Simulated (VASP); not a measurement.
# ScPb: single point with PBE

ScPb:

```xyz
2
Lattice="3.0021 0.0000 0.0000 -1.5010 2.5999 0.0000 0.0000 0.0000 7.0781" Properties=species:S:1:pos:R:3 pbc="T T T"
Sc    0.0000    0.0000    3.5391
Pb    0.0000    0.0000    0.0000
```

- Program: VASP 6.6.1
- Task: single point
- Functional: PBE
- Potentials or basis: VASP PAW PBE potentials, release 64 (Sc_sv, Pb_d)
- Cutoff: 520 eV
- k mesh: 11 × 11 × 5
- Occupations: methfessel-paxton, width 0.05 eV
- Spin: non-collinear spin, zero start, spin-orbit coupling
- Starting moments: [[0.0, 0.0, 0.0], [0.0, 0.0, 0.0]] μB

- Pressure: 9.3 GPa
- Net moment: 0.00 μB per cell
- Valence electrons inside the program's atomic spheres: Sc 9.49; Pb 12.12

Stress tensor (GPa, compression positive):
```
18.04  0.00  0.00
 0.00 18.04  0.00
 0.00  0.00 -8.10
```

Moments on the atoms (μB; x, y, z):
```
Sc  0.00 0.00 0.00
Pb  0.00 0.00 0.00
```

Wall time 2.6 min on 1 thread of Intel(R) Xeon(R) 6975P-C (Granite Rapids), with other jobs on the host, peak memory 0.38 GiB.

Caveat: the stress differs along the axes, from -8 to 18 GPa.
